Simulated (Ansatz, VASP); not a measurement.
Two plane-wave programs on NaSc2

The input INCAR:

```
SYSTEM = NaSc2
PREC     = Accurate       ! precision mode
ENCUT    = 520            ! plane-wave cutoff, eV
EDIFF    = 1E-6           ! SCF threshold, eV
ISMEAR   = 0              ! smearing method
SIGMA    = 0.1            ! smearing width, eV
LREAL    = .FALSE.        ! projectors in reciprocal space
LASPH    = .TRUE.         ! aspherical terms in the spheres
NELM     = 60             ! most SCF steps
ALGO     = Fast           ! electronic algorithm
ISIF     = 2              ! what is computed and relaxed
LWAVE    = .FALSE.        ! write WAVECAR
LCHARG   = .FALSE.        ! write CHGCAR
GGA      = PE             ! functional
NBANDS   = 22             ! bands
```

KPOINTS

```
regular mesh
0
G
  6 6 6
  0 0 0
```

POSCAR

```
NaSc2
1.0
    4.4840744015      0.0000000000      0.0000000000
   -2.2420372008      3.8833223442      0.0000000000
    0.0000000000      0.0000000000      3.1539374057
Na Sc
1 2
Direct
    0.0000000000      0.0000000000      0.0000000000
    0.3333333333      0.6666666667      0.5000000000
    0.6666666667      0.3333333333      0.5000000000
```

Input for Ansatz:

```yaml
crystal:
  lattice:
    - [4.4840744015, 0.0, 0.0]
    - [-2.2420372008, 3.8833223442, 0.0]
    - [0.0, 0.0, 3.1539374057]
  atoms:
    - { symbol: Na, position: [0.0, 0.0, 0.0] }
    - { symbol: Sc, position: [0.3333333333, 0.6666666667, 0.5] }
    - { symbol: Sc, position: [0.6666666667, 0.3333333333, 0.5] }
basis:
  ecutwfc: 420
kpoints:
  mp_grid: { grid: [6, 6, 6] }
hamiltonian:
  xc: pbe
scf:
  occupations: { method: gaussian, width: 0.1 }
  lower_state_search: "off"
output:
  forces: true
  stress: true
  eigenvalues: true
```

Alike in both runs: task single point; functional PBE; k mesh 6 × 6 × 6; occupations gaussian, width 0.1 eV; no spin polarisation.

```csv
,VASP,Ansatz
version,VASP 6.6.1,Ansatz 0.2.0
potentials or method,"VASP PAW PBE potentials, release 64 (Na_pv, Sc_sv), cutoff 520 eV","scalar-relativistic, plane waves, PAW"
valence electrons in the cell,29,31
```

```csv
,VASP,Ansatz,Ansatz less VASP
gap on the k mesh at the Fermi level (eV),none,none,-
pressure (GPa),22.8,22.6,-0.18
"traceless stress, the component that is largest in VASP (GPa)",-14.29,-14.19,+0.101
```

A gap of «none» marks a metal or a gap that the smearing closes. The functional is the same, so the differences come from potentials, cutoffs and numerics. VASP's potentials hold 29 valence electrons a cell and Ansatz's 31, so a difference there can come from the potentials and not from the codes.
